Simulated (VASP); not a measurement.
Set up this calculation in VASP 6.6.1, as the native input.

```yaml
Task: electric field gradients
Functional: PBE
Potentials_or_basis: VASP PAW PBE potentials, release 64 (Na_pv, Cl)
Cutoff: 520 eV
k_mesh: 9 × 9 × 9
Occupations: fermi-dirac, width 0.03 eV
Spin: no spin polarisation
Dipole_correction: no
Further_INCAR_settings: ALGO = Normal; EDIFF = 1e-08; NBANDS = 14
```

The structure of NaCl lies in POSCAR:

```
NaCl
1.0
    2.9160926721      0.0000000000      0.0000000000
    0.0000000000      2.9160926721      0.0000000000
    0.0000000000      0.0000000000      2.9160926721
Na Cl
1 1
Direct
    0.0000000000      0.0000000000      0.0000000000
    0.5000000000      0.5000000000      0.5000000000
```

This cell differs from its parent crystal: volume scaled by 1.06.

These files were run (other wordings do the same):

INCAR

```
SYSTEM = NaCl
PREC = Accurate
ENCUT = 520
EDIFF = 1E-8
ISMEAR = -1
SIGMA = 0.03
LREAL = .False.
LASPH = .True.
NELM = 100
ALGO = Normal
ISIF = 2
LWAVE = .False.
LCHARG = .False.
GGA = PE
LEFG = .True.
NBANDS = 14
```

KPOINTS

```
regular mesh
0
Gamma
  9 9 9
  0 0 0
```

Potentials or basis: VASP PAW PBE potentials, release 64 (Na_pv, Cl).

Command:

```bash
$ cat potpaw_PBE.64/Na_pv/POTCAR potpaw_PBE.64/Cl/POTCAR > POTCAR
$ mpirun -np 1 vasp_std > vasp.out
```

It gave:

```
Pressure               : 51.5 GPa
Band gap on the k mesh : 4.96 eV, direct
```

Caveat: without QUAD_EFG the Cq values of the log hold for a quadrupole moment of 1 mb, not for the nuclei.

It took 6.6 s on 1 thread of AMD EPYC 9R45 96-Core Processor (Zen 5), on a shared host, peak memory 0.1 GiB.
